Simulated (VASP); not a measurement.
Here is a VASP 6.6.1 calculation.

Contents of INCAR:

```
PREC     = Accurate       # precision mode
ENCUT    = 600            # plane-wave cutoff, eV
EDIFF    = 1E-6           # SCF threshold, eV
ISMEAR   = -1             # smearing method
SIGMA    = 0.15           # smearing width, eV
LREAL    = F              # projectors in reciprocal space
LASPH    = T              # aspherical terms in the spheres
NELM     = 100            # most SCF steps
ALGO     = Normal         # electronic algorithm
ISIF     = 3              # what is computed and relaxed
LWAVE    = F              # write WAVECAR
LCHARG   = F              # write CHGCAR
GGA      = PS             # functional
IBRION   = 2              # ionic algorithm
NSW      = 80             # ionic steps
EDIFFG   = -0.001         # ionic threshold
```

KPOINTS

```
regular mesh
0
Gamma
  15 15 8
```

POSCAR

```
La
1.0
    3.6393323880      0.0000000000      0.0000000000
   -1.8196661940      3.1517543008      0.0000000000
    0.0000000000      0.0000000000      6.0037447349
La
2
Direct
    0.3333333333      0.6666666667      0.2500000000
    0.6666666667      0.3333333333      0.7500000000
```

Potentials or basis: VASP PAW PBE potentials, release 64 (La).

Command:

```bash
$ cat potpaw_PBE.64/La/POTCAR > POTCAR
$ mpirun -np 1 vasp_std > vasp.out
```

Problem. Estimate the space group after relaxing (to 0.05 Å).

Solution. P6_3/mmc (No. 194).

Problem. Estimate the relaxed cell.

Solution. a = 3.668 Å, b = 3.668 Å, c = 5.985 Å, α = 90.00°, β = 90.00°, γ = 120.00°.

Final structure:
```cif
data_structure
_symmetry_space_group_name_H-M 'P 1'
_symmetry_Int_Tables_number 1
_cell_length_a 3.6684
_cell_length_b 3.6684
_cell_length_c 5.9851
_cell_angle_alpha 90.000
_cell_angle_beta 90.000
_cell_angle_gamma 120.000
_cell_volume 69.75
loop_
_atom_site_label
_atom_site_type_symbol
_atom_site_fract_x
_atom_site_fract_y
_atom_site_fract_z
_atom_site_occupancy
La1 La 0.33333 0.66667 0.25000 1
La2 La 0.66667 0.33333 0.75000 1
```

 Zero-point motion and thermal expansion aren't in these numbers.
